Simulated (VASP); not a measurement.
The system is As.

```
As
1.0
    -2.61055    2.61055    1.43580
     2.61055   -2.61055    1.43580
     2.61055    2.61055   -1.43580
As
2
Direct
  0.62500 0.87500 0.75000
  0.37500 0.12500 0.25000
```

| Quantity | Value |
| --- | --- |
| Program | VASP 6.6.1 |
| Task | relaxation of cell and atoms |
| Functional | PBE |
| Potentials or basis | VASP PAW PBE potentials, release 64 (As) |
| Cutoff | 600 eV |
| k mesh | 17 × 17 × 17 |
| Occupations | fermi-dirac, width 0.1 eV |
| Spin | no spin polarisation |

At the start: pressure 3.5 GPa; volume 19.57 Å³/atom.

Q: How do energy, volume and symmetry change on relaxing?

A: Over 6 steps the energy falls by 12.6 meV/atom and the volume is 20.32 Å³/atom (+3.8 %); space group I4_1/amd (No. 141, to 0.1 Å) before and after.

Step by step:
```
step  energy change (eV)  largest force (eV/Å)  pressure (GPa)  volume (Å³)
   1              0.0000                0.0000            3.48        39.14
   2             -0.0190                0.0000           -1.65        41.59
   3             -0.0222                0.0000           -0.35        40.88
   4             -0.0245                0.0000           -0.16        40.75
   5             -0.0252                0.0000            0.00        40.66
   6             -0.0252                0.0000            0.02        40.64
```

Final structure:
```yaml
crystal:
  lattice:
    - [-2.67338, 2.67338, 1.42164]
    - [2.67338, -2.67338, 1.42164]
    - [2.67338, 2.67338, -1.42164]
  atoms:
    - { symbol: As, position: [0.62500, 0.87500, 0.75000] }
    - { symbol: As, position: [0.37500, 0.12500, 0.25000] }
```
